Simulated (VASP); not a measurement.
# ZnCoC4N4 (P-43m) in VASP: single point with PBE

Aim: the single point of ZnCoC4N4 with PBE.

Program: VASP 6.6.1. These are calculated values, not measurements. Logs are shortened: lines on timing, memory, paths and dates and some standing lists are left out, and cuts for length are marked.

## Step 1: The cell of the first run

The structure is cubic, space group P-43m (No. 215). The conventional cell has a = 5.887 Å, b = 5.887 Å, c = 5.887 Å, α = 90.00°, β = 90.00°, γ = 90.00°. Zn (site symmetry -43m) has 4 C at 2.01 Å within 2.7 Å. Within 2.5 Å of Co (site symmetry -43m) lie 4 N at 1.92 Å. C (site symmetry 3m) has 1 N at 1.17 Å within 1.6 Å. Within 1.6 Å of N (site symmetry 3m) lie 1 C at 1.17 Å.

## Step 2: Single point, PBE, collinear spin, ferromagnetic start

Contents of INCAR:

```
SYSTEM = ZnCoC4N4
PREC = Accurate ; ENCUT = 520
EDIFF = 1E-6 ; ISMEAR = 0
SIGMA = 0.02 ; LREAL = .FALSE.
LASPH = .TRUE. ; NELM = 150
ALGO = Normal ; ISIF = 2
LWAVE = .FALSE. ; LCHARG = .FALSE.
ISPIN = 2 ; MAGMOM = 0 2.52 0 0 0 0 0 0 0 0
LORBIT = 11 ; LMAXMIX = 4
GGA = PE ; NBANDS = 44
```

Contents of KPOINTS:

```
Automatic mesh
0
G
  6 6 6
  0 0 0
```

Contents of POSCAR:

```
ZnCoC4N4
1.0
    5.8872249523      0.0000000000      0.0000000000
    0.0000000000      5.8872249523      0.0000000000
    0.0000000000      0.0000000000      5.8872249523
Zn Co C N
1 1 4 4
Direct
    0.0000000000      0.0000000000      0.0000000000
    0.5000000000      0.5000000000      0.5000000000
    0.1970939773      0.1970939773      0.1970939773
    0.1970939773      0.8029060227      0.8029060227
    0.8029060227      0.1970939773      0.8029060227
    0.8029060227      0.8029060227      0.1970939773
    0.3114276931      0.3114276931      0.3114276931
    0.3114276931      0.6885723069      0.6885723069
    0.6885723069      0.3114276931      0.6885723069
    0.6885723069      0.6885723069      0.3114276931
```

Potentials or basis: VASP PAW PBE potentials, release 64 (Zn, Co, C, N).

The run is started by

```sh
> cat potpaw_PBE.64/Zn/POTCAR potpaw_PBE.64/Co/POTCAR potpaw_PBE.64/C/POTCAR potpaw_PBE.64/N/POTCAR > POTCAR
> mpirun -np 1 vasp_std > vasp.out
```

OUTCAR:

```text
SYSTEM = ZnCoC4N4
   PREC = Accurate
   ENCUT = 520
   EDIFF = 1E-6
   ISMEAR = 0
   LREAL = .FALSE.
   LASPH = .TRUE.
   NELM = 150
   ISIF = 2
   ISPIN = 2
   LORBIT = 11
   GGA = PE

 ion  position               nearest neighbor table
   1  0.000  0.000  0.000-   3 2.01   4 2.01   5 2.01   6 2.01
   2  0.500  0.500  0.500-   7 1.92   8 1.92   9 1.92  10 1.92
   3  0.197  0.197  0.197-   7 1.17   1 2.01
   4  0.197  0.803  0.803-   8 1.17   1 2.01
   5  0.803  0.197  0.803-   9 1.17   1 2.01
   6  0.803  0.803  0.197-  10 1.17   1 2.01
   7  0.311  0.311  0.311-   3 1.17   2 1.92
   8  0.311  0.689  0.689-   4 1.17   2 1.92
   9  0.689  0.311  0.689-   5 1.17   2 1.92
  10  0.689  0.689  0.311-   6 1.17   2 1.92

  LATTYP: Found a simple cubic cell.
 ALAT       =     5.8872249523

  Lattice vectors:

 A1 = (   5.8872249523,   0.0000000000,   0.0000000000)
 A2 = (   0.0000000000,   5.8872249523,   0.0000000000)
 A3 = (   0.0000000000,   0.0000000000,   5.8872249523)

Analysis of symmetry for initial positions (statically):
=====================================================================
 Subroutine PRICEL returns:
 Original cell was already a primitive cell.

 Routine SETGRP: Setting up the symmetry group for a
 simple cubic supercell.

 Subroutine GETGRP returns: Found 24 space group operations
 (whereof 24 operations were pure point group operations)
 out of a pool of 48 trial point group operations.

The static configuration has the point symmetry T_d .

Analysis of symmetry for dynamics (positions and initial velocities):
=====================================================================
 Subroutine PRICEL returns:
 Original cell was already a primitive cell.

 Routine SETGRP: Setting up the symmetry group for a
 simple cubic supercell.

 Subroutine GETGRP returns: Found 24 space group operations
 (whereof 24 operations were pure point group operations)
 out of a pool of 48 trial point group operations.

The dynamic configuration has the point symmetry T_d .

Analysis of structural, dynamic, and magnetic symmetry:
=====================================================================
 Subroutine PRICEL returns:
 Original cell was already a primitive cell.

 Routine SETGRP: Setting up the symmetry group for a
 simple cubic supercell.

 Subroutine GETGRP returns: Found 24 space group operations
 (whereof 24 operations were pure point group operations)
 out of a pool of 48 trial point group operations.

The overall configuration has the point symmetry T_d .

 Subroutine INISYM returns: Found 24 space group operations
 (whereof 24 operations are pure point group operations),
 and found     1 'primitive' translations

----------------------------------------------------------------------------------------

                                     Primitive cell

  volume of cell :     204.0478

  direct lattice vectors                    reciprocal lattice vectors
     5.887224952  0.000000000  0.000000000     0.169859315  0.000000000  0.000000000
     0.000000000  5.887224952  0.000000000     0.000000000  0.169859315  0.000000000
     0.000000000  0.000000000  5.887224952     0.000000000  0.000000000  0.169859315

  length of vectors
     5.887224952  5.887224952  5.887224952     0.169859315  0.169859315  0.169859315

  position of ions in fractional coordinates (direct lattice)
     0.000000000  0.000000000  0.000000000
     0.500000000  0.500000000  0.500000000
     0.197093977  0.197093977  0.197093977
     0.197093977  0.802906023  0.802906023
     0.802906023  0.197093977  0.802906023
     0.802906023  0.802906023  0.197093977
     0.311427693  0.311427693  0.311427693
     0.311427693  0.688572307  0.688572307
     0.688572307  0.311427693  0.688572307
     0.688572307  0.688572307  0.311427693

  ion indices of the primitive-cell ions
   primitive index   ion index
                 1           1
                 2           2
                 3           3
                 4           4
                 5           5
                 6           6
                 7           7
                 8           8
                 9           9
                10          10

----------------------------------------------------------------------------------------

 KPOINTS: Automatic mesh

Automatic generation of k-mesh.
 Grid dimensions read from file:
 generate k-points for:    6    6    6

 Generating k-lattice:

  Cartesian coordinates                     Fractional coordinates (reciprocal lattice)
     0.028309886  0.000000000  0.000000000     0.166666667  0.000000000  0.000000000
     0.000000000  0.028309886  0.000000000     0.000000000  0.166666667  0.000000000
     0.000000000  0.000000000  0.028309886     0.000000000  0.000000000  0.166666667

  Length of vectors
     0.028309886  0.028309886  0.028309886

  Shift w.r.t. Gamma in fractional coordinates (k-lattice)
     0.000000000  0.000000000  0.000000000

 Subroutine IBZKPT returns following result:
 ===========================================

 Found     20 irreducible k-points:

 Following reciprocal coordinates:
            Coordinates               Weight
  0.000000  0.000000  0.000000      1.000000
  0.166667  0.000000  0.000000      6.000000
  0.333333  0.000000  0.000000      6.000000
  0.500000  0.000000  0.000000      3.000000
  0.166667  0.166667  0.000000     12.000000
  0.333333  0.166667  0.000000     24.000000
[... 12 lines left out ...]
  0.500000  0.500000  0.333333      6.000000
  0.500000  0.500000  0.500000      1.000000
   k-points           NKPTS =     20   k-points in BZ     NKDIM =     20   number of bands    NBANDS=     44
   number of dos      NEDOS =    301   number of ions     NIONS =     10
   total plane-waves  NPLWV = 110592
   dimension x,y,z NGX =    48 NGY =   48 NGZ =   48
   dimension x,y,z NGXF=    96 NGYF=   96 NGZF=   96
   ions per type =               1   1   4   4
   NGX,Y,Z   is equivalent  to a cutoff of  13.55, 13.55, 13.55 a.u.
   NGXF,Y,Z  is equivalent  to a cutoff of  27.11, 27.11, 27.11 a.u.
 SYSTEM =  ZnCoC4N4
   PREC   = accura    normal or accurate (medium, high low for compatibility)
   ISTART =      0    job   : 0-new  1-cont  2-samecut
   ICHARG =      2    charge: 1-file 2-atom 10-const
   ISPIN  =      2    spin polarized calculation?
   LNONCOLLINEAR =      F non collinear calculations
   LSORBIT =      F    spin-orbit coupling
   LASPH  =      T    aspherical Exc in radial PAW
   ENCUT  =  520.0 eV  38.22 Ry    6.18 a.u.  10.95 10.95 10.95*2*pi/ulx,y,z
   NELM   =    150;   NELMIN=  2; NELMDL= -5     # of ELM steps
   EDIFF  = 0.1E-05   stopping-criterion for ELM
   LREAL  =      F    real-space projection
   EDIFFG = 0.1E-04   stopping-criterion for IOM
   NSW    =      0    number of steps for IOM
   IBRION =     -1    ionic relax: 0-MD 1-quasi-New 2-CG
   NFREE  =      0    steps in history (QN), initial steepest desc. (CG)
   ISIF   =      2    stress and relaxation
   ISYM   =      2    0-nonsym 1-usesym 2-fastsym
   POTIM  = 0.5000    time-step for ionic-motion
   TEBEG  =    0.0;   TEEND  =   0.0 temperature during run
   PSTRESS=    0.0 pullay stress
   NELECT =      57.0000    total number of electrons
   NUPDOWN=      -1.0000    fix difference up-down
   EMIN   =  10.00;   EMAX   =-10.00  energy-range for DOS
   EFERMI =   0.00;   METHOD = LEGACY
   ISMEAR =     0;   SIGMA  =   0.02  broadening in eV -4-tet -1-fermi 0-gaus
   EFERMI_NEDOS =   21; number of points for ismear=-14 and -15
   IALGO  =     38    algorithm
   IMIX   =      4    mixing-type and parameters
     AMIX     =   0.40;   BMIX     =  1.00
     AMIX_MAG =   1.60;   BMIX_MAG =  1.00
  volume/ion in A,a.u.               =      20.40       137.70
  Fermi-wavevector in a.u.,A,eV,Ry     =   1.070178  2.022342 15.582479  1.145280
  Thomas-Fermi vector in A             =   2.205880
   LORBIT       =     11    0 simple, 1 ext, 2 COOP (PROOUT), +10 PAW based schemes
   GGA     = PE    functional components
   LHFCALC =     F    Hartree Fock is set to
   AEXX    =    0.0000 exact exchange contribution
   IVDW    =     0    specifies the selected vdW correction
   LEPSILON=     F    determine dielectric tensor
   LRPA    =     F    only Hartree local field effects (RPA)
 spin polarized calculation
 Gauss-broadening in eV      SIGMA  =   0.02
  energy-cutoff  :      520.00
  volume of cell :      204.05
 maximum number of plane-waves:      5534
 NGX is ok and might be reduce to    48
   NGX = 21   NGY = 21   NGZ = 21

 number of electron      57.0000000 magnetization       3.0003291

 Free energy of the ion-electron system (eV)
  ---------------------------------------------------
  ext. energy  EPLUGINS =         0.00000000
  ---------------------------------------------------
  free energy    TOTEN  =       -74.96095791 eV

  energy without entropy =      -74.96095791  energy(sigma->0) =      -74.96095791

 E-fermi :  -1.7822     XC(G=0):  -7.1174

 val. band max:       -1.9356289422   @ k =   0.5000   0.5000   0.0000
 cond. band min:      -0.4951275672   @ k =   0.0000   0.0000   0.0000
 fundamental gap:      1.4405013750
 Fermi energy:        -1.7822353452

 spin component 1

 k-point     1 :       0.0000    0.0000    0.0000
  band No.  band energies     occupation
      1     -18.9986      1.00000
      2     -18.8625      1.00000
      3     -18.8625      1.00000
      4     -18.8625      1.00000
      5      -9.6809      1.00000
      6      -8.7943      1.00000
[... 32 lines left out ...]
     39       4.3078      0.00000
[... 816 lines left out ...]
     39       5.9386      0.00000
     40       6.2151      0.00000
 Fermi energy:        -1.7822353452

 spin component 2

 k-point     1 :       0.0000    0.0000    0.0000
  band No.  band energies     occupation
      1     -18.9163      1.00000
      2     -18.7807      1.00000
      3     -18.7807      1.00000
      4     -18.7807      1.00000
      5      -9.5220      1.00000
      6      -8.5607      1.00000
[... 32 lines left out ...]
     39       4.3844      0.00000
[... 816 lines left out ...]
     39       6.1713      0.00000
     40       6.3333      0.00000
 [bands above 40 left out]

------------------------ aborting loop because EDIFF is reached ----------------------------------------

  FORCE on cell =-STRESS in cart. coord.  units (eV):
  Direction    XX          YY          ZZ          XY          YZ          ZX
  --------------------------------------------------------------------------------------
  -------------------------------------------------------------------------------------
  Total        0.5722786      0.5722786      0.5722786      0.0000000      0.0000000      0.0000000
  in kB        4.4935152      4.4935152      4.4935152      0.0000000      0.0000000      0.0000000
  external PRESSURE =       4.4935152 kB  Pullay stress =       0.0000000 kB

 VOLUME and BASIS-vectors are now :
 -----------------------------------------------------------------------------
  energy-cutoff  :      520.00
  volume of cell :      204.05
      direct lattice vectors                 reciprocal lattice vectors
     5.887224952  0.000000000  0.000000000     0.169859315  0.000000000  0.000000000
     0.000000000  5.887224952  0.000000000     0.000000000  0.169859315  0.000000000
     0.000000000  0.000000000  5.887224952     0.000000000  0.000000000  0.169859315

 POSITION                                       TOTAL-FORCE (eV/Angst)
 -----------------------------------------------------------------------------------
      0.00000      0.00000      0.00000        -0.000000      0.000000      0.000000
      2.94361      2.94361      2.94361        -0.000000      0.000000      0.000000
      1.16034      1.16034      1.16034        -0.205433     -0.205433     -0.205433
      1.16034      4.72689      4.72689        -0.205433      0.205433      0.205433
      4.72689      1.16034      4.72689         0.205433     -0.205433      0.205433
      4.72689      4.72689      1.16034         0.205433      0.205433     -0.205433
      1.83344      1.83344      1.83344         0.226155      0.226155      0.226155
      1.83344      4.05378      4.05378         0.226155     -0.226155     -0.226155
      4.05378      1.83344      4.05378        -0.226155      0.226155     -0.226155
      4.05378      4.05378      1.83344        -0.226155     -0.226155      0.226155
 -----------------------------------------------------------------------------------
    total drift:                                0.000000      0.000000      0.000000

  FREE ENERGIE OF THE ION-ELECTRON SYSTEM (eV)
  ---------------------------------------------------
  free  energy   TOTEN  =       -74.9609579062 eV

  energy  without entropy=      -74.9609579062  energy(sigma->0) =      -74.96095791

 total charge

# of ion       s       p       d       tot
------------------------------------------
    1        0.524   0.660   9.778  10.962
    2        0.393   0.546   7.093   8.031
    3        0.961   1.620   0.000   2.581
    4        0.961   1.620   0.000   2.581
    5        0.961   1.620   0.000   2.581
    6        0.961   1.620   0.000   2.581
    7        1.301   2.605   0.000   3.907
    8        1.301   2.605   0.000   3.907
    9        1.301   2.605   0.000   3.907
   10        1.301   2.605   0.000   3.907
--------------------------------------------------
tot          9.964  18.108  16.871  44.943

 magnetization (x)

# of ion       s       p       d       tot
------------------------------------------
    1        0.001   0.003   0.004   0.008
    2        0.011   0.079   2.402   2.491
    3        0.004   0.028   0.000   0.032
    4        0.004   0.028   0.000   0.032
    5        0.004   0.028   0.000   0.032
    6        0.004   0.028   0.000   0.032
    7        0.010   0.027   0.000   0.038
    8        0.010   0.027   0.000   0.038
    9        0.010   0.027   0.000   0.038
   10        0.010   0.027   0.000   0.038
--------------------------------------------------
tot          0.068   0.302   2.406   2.776
```

Wall time 21 min (1 thread of Intel Xeon 8259CL, shared host); peak memory 0.55 GiB.

Results:

- Free energy: -74.9610 eV
- Pressure: 0.4 GPa
- Largest force: 0.392 eV/Å
- Band gap on the k mesh: 1.44 eV (least direct gap 1.54 eV)
- Net moment: 3.00 μB per cell
- Site moments: Zn +0.01; Co +2.49; C +0.03; N +0.04 μB
- Valence electrons inside the program's atomic spheres: Zn 10.96; Co 8.03; C 2.58; N 3.91

Forces on the atoms (eV/Å):
```
Zn   0.000  0.000  0.000
Co   0.000  0.000  0.000
C   -0.205 -0.205 -0.205
C   -0.205  0.205  0.205
C    0.205 -0.205  0.205
C    0.205  0.205 -0.205
N    0.226  0.226  0.226
N    0.226 -0.226 -0.226
N   -0.226  0.226 -0.226
N   -0.226 -0.226  0.226
```

Caveat: a cell with one magnetic atom can't hold antiferromagnetic order, which such compounds often take. A k mesh can miss the band edges.
